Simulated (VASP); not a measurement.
# SiN (P6_3mc) in VASP: a series of runs

The runs below take SiN through single point, relaxation of cell and atoms, with r2SCAN.

Program: VASP 6.6.1. These are calculated values, not measurements. Logs are shortened: lines on timing, memory, paths and dates and some standing lists are left out, and cuts for length are marked.

## (1) The cell of the first run

It takes space group P6_3mc (No. 186, hexagonal). The conventional cell has a = 2.809 Å, b = 2.809 Å, c = 5.649 Å, α = 90.00°, β = 90.00°, γ = 120.00°. Si (site symmetry 3m) has 4 N at 1.85 to 1.94 Å within 2.4 Å. N (site symmetry 3m) has 4 Si at 1.85 to 1.94 Å within 2.4 Å.

## (2) Single point, r2SCAN

Input file POSCAR:

```
SiN
1.0
    2.8090343103      0.0000000000      0.0000000000
   -1.4045171551      2.4326950728      0.0000000000
    0.0000000000      0.0000000000      5.6492276224
Si N
2 2
Direct
    0.3333333333      0.6666666667      0.5154278759
    0.6666666667      0.3333333333      1.0154278759
    0.3333333333      0.6666666667      0.8595721241
    0.6666666667      0.3333333333      0.3595721241
```

Input file INCAR.step1:

```
ALGO     = Normal         # electronic algorithm
EDIFF    = 1E-4           # SCF threshold, eV
ENCUT    = 520            # plane-wave cutoff, eV
GGA      = PE             # functional
ISMEAR   = 0              # smearing method
LASPH    = T              # aspherical terms in the spheres
LCHARG   = F              # write CHGCAR
LREAL    = F              # projectors in reciprocal space
LWAVE    = T              # write WAVECAR
NBANDS   = 17             # bands
NELM     = 80             # most SCF steps
PREC     = Accurate       # precision mode
SIGMA    = 0.1            # smearing width, eV
```

Input file INCAR.step2:

```
ALGO     = Normal         # electronic algorithm
EDIFF    = 1E-6           # SCF threshold, eV
ENCUT    = 520            # plane-wave cutoff, eV
ISIF     = 2              # what is computed and relaxed
ISMEAR   = 0              # smearing method
ISTART   = 1            
LASPH    = T              # aspherical terms in the spheres
LCHARG   = F              # write CHGCAR
LMIXTAU  = T            
LREAL    = F              # projectors in reciprocal space
LWAVE    = F              # write WAVECAR
METAGGA  = R2SCAN         # meta-GGA
NBANDS   = 17             # bands
NELM     = 80             # most SCF steps
PREC     = Accurate       # precision mode
SIGMA    = 0.1            # smearing width, eV
```

Input file KPOINTS:

```
k-points
0
Gamma
  6 6 4
```

Potentials or basis: VASP PAW PBE potentials, release 64 (Si, N).

The run is started by

```bash
> cat potpaw_PBE.64/Si/POTCAR potpaw_PBE.64/N/POTCAR > POTCAR
> cp INCAR.step1 INCAR
> mpirun -np 1 vasp_std > vasp.out
> cp INCAR.step2 INCAR
> mpirun -np 1 vasp_std > vasp.out
```

OUTCAR:

```text
EDIFF = 1E-6
   ENCUT = 520
   ISIF = 2
   ISMEAR = 0
   ISTART = 1
   LASPH = T
   LREAL = F
   METAGGA = R2SCAN
   NELM = 80
   PREC = Accurate

 ion  position               nearest neighbor table
   1  0.333  0.667  0.515-   4 1.85   4 1.85   4 1.85   3 1.94
   2  0.667  0.333  0.015-   3 1.85   3 1.85   3 1.85   4 1.94
   3  0.333  0.667  0.860-   2 1.85   2 1.85   2 1.85   1 1.94
   4  0.667  0.333  0.360-   1 1.85   1 1.85   1 1.85   2 1.94

  LATTYP: Found a hexagonal cell.
 ALAT       =     2.8090343103
 C/A-ratio  =     2.0110924248

  Lattice vectors:

 A1 = (   2.8090343103,   0.0000000000,   0.0000000000)
 A2 = (  -1.4045171551,   2.4326950728,   0.0000000000)
 A3 = (   0.0000000000,   0.0000000000,   5.6492276224)

Analysis of symmetry for initial positions (statically):
=====================================================================
 Subroutine PRICEL returns:
 Original cell was already a primitive cell.

 Routine SETGRP: Setting up the symmetry group for a
 hexagonal supercell.

 Subroutine GETGRP returns: Found 12 space group operations
 (whereof  6 operations were pure point group operations)
 out of a pool of 24 trial point group operations.

The static configuration has the point symmetry C_3v.
 The point group associated with its full space group is C_6v.

Analysis of symmetry for dynamics (positions and initial velocities):
=====================================================================
 Subroutine PRICEL returns:
 Original cell was already a primitive cell.

 Routine SETGRP: Setting up the symmetry group for a
 hexagonal supercell.

 Subroutine GETGRP returns: Found 12 space group operations
 (whereof  6 operations were pure point group operations)
 out of a pool of 24 trial point group operations.

The dynamic configuration has the point symmetry C_3v.
 The point group associated with its full space group is C_6v.

 Subroutine INISYM returns: Found 12 space group operations
 (whereof  6 operations are pure point group operations),
 and found     1 'primitive' translations

[... 90 lines left out ...]
   LSORBIT =      F    spin-orbit coupling
   LASPH  =      T    aspherical Exc in radial PAW
   ENCUT  =  520.0 eV  38.22 Ry    6.18 a.u.   5.22  5.22 10.50*2*pi/ulx,y,z
   NELM   =     80;   NELMIN=  2; NELMDL=  0     # of ELM steps
   EDIFF  = 0.1E-05   stopping-criterion for ELM
   LREAL  =      F    real-space projection
   EDIFFG = 0.1E-04   stopping-criterion for IOM
   NSW    =      0    number of steps for IOM
   IBRION =     -1    ionic relax: 0-MD 1-quasi-New 2-CG
   NFREE  =      0    steps in history (QN), initial steepest desc. (CG)
   ISIF   =      2    stress and relaxation
   ISYM   =      2    0-nonsym 1-usesym 2-fastsym
   POTIM  = 0.5000    time-step for ionic-motion
   TEBEG  =    0.0;   TEEND  =   0.0 temperature during run
   PSTRESS=    0.0 pullay stress
   NELECT =      18.0000    total number of electrons
   NUPDOWN=      -1.0000    fix difference up-down
   EMIN   =  10.00;   EMAX   =-10.00  energy-range for DOS
   EFERMI =   0.00;   METHOD = LEGACY
   ISMEAR =     0;   SIGMA  =   0.10  broadening in eV -4-tet -1-fermi 0-gaus
   EFERMI_NEDOS =   21; number of points for ismear=-14 and -15
   IALGO  =     38    algorithm
   IMIX   =      4    mixing-type and parameters
     AMIX     =   0.40;   BMIX     =  1.00
     AMIX_MAG =   1.60;   BMIX_MAG =  1.00
  volume/ion in A,a.u.               =       9.65        65.13
  Fermi-wavevector in a.u.,A,eV,Ry     =   1.269466  2.398943 21.926386  1.611544
  Thomas-Fermi vector in A             =   2.402506
   LORBIT       =      0    0 simple, 1 ext, 2 COOP (PROOUT), +10 PAW based schemes
   METAGGA = R2SCAN    functional components
   LHFCALC =     F    Hartree Fock is set to
   AEXX    =    0.0000 exact exchange contribution
   IVDW    =     0    specifies the selected vdW correction
   LEPSILON=     F    determine dielectric tensor
   LRPA    =     F    only Hartree local field effects (RPA)
 non-spin polarized calculation
 Gauss-broadening in eV      SIGMA  =   0.10
  energy-cutoff  :      520.00
  volume of cell :       38.60
 maximum number of plane-waves:      1056
 NGX is ok and might be reduce to    24
   NGX = 11   NGY = 11   NGZ = 21

 number of electron      18.0000000 magnetization

 Free energy of the ion-electron system (eV)
  ---------------------------------------------------
  ext. energy  EPLUGINS =         0.00000000
  ---------------------------------------------------
  free energy    TOTEN  =       -36.29573992 eV

  energy without entropy =      -36.28883273  energy(sigma->0) =      -36.29228632

 E-fermi :  11.1073     XC(G=0): -12.4971

 val. band max:       11.0924865160   @ k =   0.3333  -0.0000   0.5000
 cond. band min:      11.5811620184   @ k =   0.5000  -0.0000   0.2500
 fundamental gap:      0.4886755024
 Fermi energy:        11.1073261014

 k-point     1 :       0.0000    0.0000    0.0000
  band No.  band energies     occupation
      1     -10.8009      2.00000
      2      -9.1006      2.00000
      3      -2.2112      2.00000
      4       4.5680      2.00000
      5       6.6462      2.00000
      6       6.6462      2.00000
[... 397 lines left out ...]
      4       0.4410      2.00000
      5       1.7495      2.00000
      6       1.7495      2.00000
[... 9 lines left out ...]
     16      21.9640      0.00000
     17      22.7858      0.00000

------------------------ aborting loop because EDIFF is reached ----------------------------------------

  FORCE on cell =-STRESS in cart. coord.  units (eV):
  Direction    XX          YY          ZZ          XY          YZ          ZX
  --------------------------------------------------------------------------------------
  -------------------------------------------------------------------------------------
  Total        0.0407707      0.0407707      0.0910045      0.0000000     -0.0000000      0.0000000
  in kB        1.6920978      1.6920978      3.7769356      0.0000000     -0.0000000      0.0000000
  external PRESSURE =       2.3870438 kB  Pullay stress =       0.0000000 kB

 VOLUME and BASIS-vectors are now :
 -----------------------------------------------------------------------------
  energy-cutoff  :      520.00
  volume of cell :       38.60
      direct lattice vectors                 reciprocal lattice vectors
     2.809034310  0.000000000  0.000000000     0.355994228  0.205533363  0.000000000
    -1.404517155  2.432695073  0.000000000     0.000000000  0.411066726  0.000000000
     0.000000000  0.000000000  5.649227622     0.000000000  0.000000000  0.177015349

 POSITION                                       TOTAL-FORCE (eV/Angst)
 -----------------------------------------------------------------------------------
     -0.00000      1.62180      2.91177         0.000000      0.000000     -0.001826
      1.40452      0.81090      0.08716        -0.000000     -0.000000     -0.001826
     -0.00000      1.62180      4.85592         0.000000     -0.000000      0.001826
      1.40452      0.81090      2.03130        -0.000000      0.000000      0.001826
 -----------------------------------------------------------------------------------
    total drift:                                0.000000      0.000000      0.002304

  FREE ENERGIE OF THE ION-ELECTRON SYSTEM (eV)
  ---------------------------------------------------
  free  energy   TOTEN  =       -36.2957399167 eV

  energy  without entropy=      -36.2888327306  energy(sigma->0) =      -36.29228632
```

OSZICAR.step1:

```text
N       E                     dE             d eps       ncg     rms          rms(c)
DAV:   1     0.463714887655E+02    0.46371E+02   -0.86515E+03   714   0.963E+02
DAV:   2    -0.273503463760E+02   -0.73722E+02   -0.69479E+02   987   0.202E+02
DAV:   3    -0.303724307165E+02   -0.30221E+01   -0.30024E+01   909   0.395E+01
DAV:   4    -0.303877475366E+02   -0.15317E-01   -0.15314E-01   942   0.318E+00
DAV:   5    -0.303878561442E+02   -0.10861E-03   -0.10860E-03   906   0.254E-01    0.123E+01
DAV:   6    -0.277200840273E+02    0.26678E+01   -0.65366E+00   856   0.188E+01    0.580E+00
DAV:   7    -0.277582482002E+02   -0.38164E-01   -0.59070E-01   758   0.543E+00    0.280E+00
DAV:   8    -0.277489206249E+02    0.93276E-02   -0.27084E-02   861   0.129E+00    0.773E-01
DAV:   9    -0.277479805534E+02    0.94007E-03   -0.48024E-03   914   0.574E-01    0.125E-01
DAV:  10    -0.277481151160E+02   -0.13456E-03   -0.56643E-04   761   0.171E-01    0.495E-02
DAV:  11    -0.277481265764E+02   -0.11460E-04   -0.44310E-05   393   0.553E-02
   1 F= -.27748127E+02 E0= -.27744422E+02  d E =-.740998E-02
```

Wall time 21 s (1 thread of Intel Xeon 6975P-C (Granite Rapids), shared host); peak memory 0.16 GiB.

What came out:

```yaml
Free_energy: -36.2957 eV
Pressure: 0.2 GPa
Band_gap_on_the_k_mesh: zero (band 9 reaches 12.78 eV, above the bottom of band 10 at 9.98 eV)
```

Stress tensor (GPa, compression positive):
```
0.17 0.00 0.00
0.00 0.17 0.00
0.00 0.00 0.38
```

Caveat: the k points lie up to 0.43 Å⁻¹ apart; the PAW data sets were made with another functional, which shifts forces and pressure a little.

## (3) Single point, r2SCAN, collinear spin, ferromagnetic start

This run uses another cell than the first one, of 9.82 Å³/atom, 1.018 times its volume.

Input file POSCAR:

```
SiN
1.0
    3.0232833814      0.0000000000      0.0000000000
   -1.5116416907      2.6182402111      0.0000000000
    0.0000000000      0.0000000000      4.9629556460
Si N
2 2
Direct
    0.3333333333      0.6666666667      0.4996013827
    0.6666666667      0.3333333333      0.9996013827
    0.3333333333      0.6666666667      0.8753986173
    0.6666666667      0.3333333333      0.3753986173
```

Input file INCAR.step1:

```
PREC = Accurate
ENCUT = 520
ISMEAR = 0
SIGMA = 0.1
LREAL = F
LASPH = T
NELM = 150
ISPIN = 2
MAGMOM = 0 0 1 1
NBANDS = 21
GGA = PE
ALGO = Normal
EDIFF = 1E-4
LWAVE = T
LCHARG = F
```

Input file INCAR.step2:

```
PREC = Accurate
ENCUT = 520
EDIFF = 1E-7
ISMEAR = 0
SIGMA = 0.1
LREAL = F
LASPH = T
NELM = 150
ALGO = Normal
ISIF = 2
LWAVE = F
LCHARG = T
ISPIN = 2
MAGMOM = 0 0 1 1
LORBIT = 11
METAGGA = R2SCAN
LMIXTAU = T
LELF = T
LVHAR = T
NBANDS = 21
ISTART = 1
```

Input file KPOINTS:

```
Automatic mesh
0
Gamma
  6 6 4
```

Potentials or basis: VASP PAW PBE potentials, release 64 (Si, N).

The run is started by

```bash
> cat potpaw_PBE.64/Si/POTCAR potpaw_PBE.64/N/POTCAR > POTCAR
> cp INCAR.step1 INCAR
> mpirun -np 1 vasp_std > vasp.out
> cp INCAR.step2 INCAR
> mpirun -np 1 vasp_std > vasp.out
```

Run time: 49 s. Hardware: 1 thread of Intel Xeon 6975P-C (Granite Rapids), shared host; peak memory 0.18 GiB.

It converged, with:

| Quantity | Value |
| --- | --- |
| Free energy | -35.2993 eV |
| Pressure | 1.2 GPa |
| Largest force | 1.341 eV/Å |
| Band gap on the k mesh | zero (filled and empty bands overlap) |
| Net moment | 0.00 μB per cell |
| Valence electrons inside the program's atomic spheres | Si 1.53; N 3.86 |

Forces in eV/Å, atoms in the order of the input:
```
Si   0.000  0.000  1.341
Si   0.000  0.000  1.341
N    0.000  0.000 -1.341
N    0.000  0.000 -1.341
```

Stress tensor (GPa, compression positive):
```
-7.75  0.00  0.00
 0.00 -7.75  0.00
 0.00  0.00 19.04
```

Levels at points of the mesh, in eV from the Fermi level:
Spin up:
```
           k point  band 7  band 8  band 9  band 10  band 11  band 12
(0.00, 0.00, 0.00)   -6.68   -6.68   -1.99    -0.40     3.93     3.93
(0.50, 0.00, 0.00)   -8.84   -7.52   -0.94    -0.49     1.67     4.20
(0.00, 0.00, 0.50)   -7.16   -7.16    0.18     0.18     3.52     3.52
(0.50, 0.00, 0.50)   -8.41   -8.41   -1.34    -1.34     2.12     2.12
```
Spin down:
| k point | band 7 | band 8 | band 9 | band 10 | band 11 | band 12 |
| --- | --- | --- | --- | --- | --- | --- |
| (0.00, 0.00, 0.00) | -6.68 | -6.68 | -1.99 | -0.40 | 3.93 | 3.93 |
| (0.50, 0.00, 0.00) | -8.84 | -7.52 | -0.94 | -0.49 | 1.67 | 4.20 |
| (0.00, 0.00, 0.50) | -7.16 | -7.16 | 0.18 | 0.18 | 3.52 | 3.52 |
| (0.50, 0.00, 0.50) | -8.41 | -8.41 | -1.34 | -1.34 | 2.12 | 2.12 |

Caveat: the k points lie up to 0.40 Å⁻¹ apart; the PAW data sets were made with another functional, which shifts forces and pressure a little.

(Continued in part 2 of 2.)
